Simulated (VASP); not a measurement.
Runs of VASP 6.6.1 on K. The structure is that of space group P6_3/mmc (No. 194), or close to it. The cells are those of the table. This isn't the form of K at room conditions, which is bcc.

```csv
cell,further INCAR settings,gap on the mesh (eV),pressure (GPa)
"a = 4.422, b = 4.422, c = 14.386 Å, angles 90.0, 90.0, 120.0°, 4 atoms",ALGO = Fast; EDIFF = 1e-06; NBANDS = 26,none,(a)
"a = 4.615, b = 4.615, c = 15.312 Å, angles 90.0, 90.0, 120.0°, 4 atoms",ALGO = Fast; EDIFF = 1e-07; NBANDS = 26,none,-0.1
"a = 4.615, b = 4.615, c = 15.463 Å, angles 90.0, 90.0, 120.0°, 4 atoms",ALGO = Fast; EDIFF = 1e-06; NBANDS = 26,none,-0.1
"a = 4.764, b = 4.764, c = 15.497 Å, angles 90.0, 90.0, 120.0°, 4 atoms",ALGO = Fast; EDIFF = 1e-07; NBANDS = 26,none,-0.3
```

Alike in all rows: task single point; level PBE+D3(BJ); potentials or basis VASP PAW PBE potentials, release 64 (K_sv); no spin polarisation; k mesh 12 × 12 × 4; cutoff (eV) 520; smearing gaussian 0.1 eV.

Task: Estimate the missing entries.

Result: (a) 0.6.

A gap of «none» marks levels without a gap at the run's occupations.
